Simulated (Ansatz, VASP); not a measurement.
## One calculation of Mo4C, two programs

```
Mo C
1.0
     3.11118    0.00000    0.00000
     0.00000    3.11118    0.00000
     0.00000    0.00000   21.50982
Mo C
4 1
Direct
  0.50000 0.50000 0.18596
  0.00000 0.00000 0.25828
  0.50000 0.50000 0.33251
  0.00000 0.00000 0.39562
  0.50000 0.50000 0.55137
```

Alike in both runs: task single point; functional LDA; k mesh 9 × 9 × 1; occupations gaussian, width 0.1 eV; no spin polarisation.

|  | VASP | Ansatz |
| --- | --- | --- |
| version | VASP 6.6.1 | Ansatz 0.2.0 |
| potentials or method | VASP PAW LDA potentials, release 64 (Mo_sv, C), cutoff 520 eV | scalar-relativistic, plane waves, PAW |
| valence electrons in the cell | 60 | 60 |

VASP gave:

```
gap on the k mesh at the Fermi level (eV) : none
rms of the force components (eV/Å)        : 0.750
```

**Question.** Which values does Ansatz return?

**Answer.** gap on the k mesh at the Fermi level (eV): none; rms of the force components (eV/Å): 0.748.

LDA's correlation is that of Perdew and Zunger in VASP and of Perdew and Wang (1992) in Ansatz. Atom by atom the forces differ by 0.030 eV/Å (rms over components). A gap of «none» marks a metal or a gap that the smearing closes.
